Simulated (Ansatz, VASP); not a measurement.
Given: the input of a run of Ansatz 0.2.0 on Sb.

The input input:

```
crystal:
  lattice:
    - [2.1397418462, 1.2353805309, 3.7327777635]
    - [-2.1397418462, 1.2353805309, 3.7327777635]
    - [0.0, -2.4707610619, 3.7327777635]
  atoms:
    - { symbol: Sb, position: [0.76651, 0.76651, 0.76651] }
    - { symbol: Sb, position: [0.23349, 0.23349, 0.23349] }
hamiltonian:
  xc: hse06
  pseudopotentials: { kind: paw }
kpoints:
  mp_grid: { grid: [4, 4, 4] }
scf:
  occupations: { method: fermi_dirac, width: 0.05 }
output:
  forces: true
  stress: true
  eigenvalues: true
```

Q: Set up the same calculation for VASP 6.6.1. Potentials there: VASP PAW PBE potentials, release 64 (Sb).

A: As run (the cutoff follows the program's own potentials):

The input POSCAR:

```
Sb
1.0
    2.1397418462      1.2353805309      3.7327777635
   -2.1397418462      1.2353805309      3.7327777635
    0.0000000000     -2.4707610619      3.7327777635
Sb
2
Direct
    0.7665100000      0.7665100000      0.7665100000
    0.2334900000      0.2334900000      0.2334900000
```

Contents of INCAR.step1:

```
PREC     = Accurate       # precision mode
ENCUT    = 520            # plane-wave cutoff, eV
EDIFF    = 1E-5           # SCF threshold, eV
ISMEAR   = -1             # smearing method
SIGMA    = 0.05           # smearing width, eV
LREAL    = F              # projectors in reciprocal space
LASPH    = T              # aspherical terms in the spheres
NELM     = 80             # most SCF steps
ALGO     = Normal         # electronic algorithm
ISIF     = 2              # what is computed and relaxed
LWAVE    = T              # write WAVECAR
LCHARG   = F              # write CHGCAR
GGA      = PE             # functional
NBANDS   = 12             # bands
```

File INCAR.step2:

```
PREC     = Accurate       # precision mode
ENCUT    = 520            # plane-wave cutoff, eV
EDIFF    = 1E-6           # SCF threshold, eV
ISMEAR   = -1             # smearing method
SIGMA    = 0.05           # smearing width, eV
LREAL    = F              # projectors in reciprocal space
LASPH    = T              # aspherical terms in the spheres
NELM     = 80             # most SCF steps
ALGO     = Normal         # electronic algorithm
ISIF     = 2              # what is computed and relaxed
LWAVE    = F              # write WAVECAR
LCHARG   = F              # write CHGCAR
GGA      = PE             # functional
LHFCALC  = T              # exact exchange
HFSCREEN = 0.2079         # screening, 1/A
PRECFOCK = Normal       
ISTART   = 1            
NBANDS   = 12             # bands
```

KPOINTS

```
regular mesh
0
Gamma
  4 4 4
```

Potentials or basis: VASP PAW PBE potentials, release 64 (Sb).

Launch:

```console
$ cat potpaw_PBE.64/Sb/POTCAR > POTCAR
$ cp INCAR.step1 INCAR
$ mpirun -np 1 vasp_std > vasp.out
$ cp INCAR.step2 INCAR
$ mpirun -np 1 vasp_std > vasp.out
```

Both were run:

|  | VASP | Ansatz | Ansatz less VASP |
| --- | --- | --- | --- |
| gap on the k mesh at the Fermi level (eV) | 0.29 | 0.27 | -0.025 |
| least direct gap on the mesh (eV) | 0.43 | 0.44 | +0.011 |
| pressure (GPa) | 1.1 | 2.1 | +1.00 |
| traceless stress, the component that is largest in VASP (GPa) | -0.56 | -0.66 | -0.101 |
| rms of the force components (eV/Å) | 0.170 | 0.124 | -0.0462 |

Atom by atom the forces differ by 0.046 eV/Å (rms over components). VASP's potentials hold 10 valence electrons a cell and Ansatz's 30, so a difference there can come from the potentials and not from the codes.

The k mesh is coarse, so the values compare programs but aren't converged. Spin-orbit coupling is off throughout.
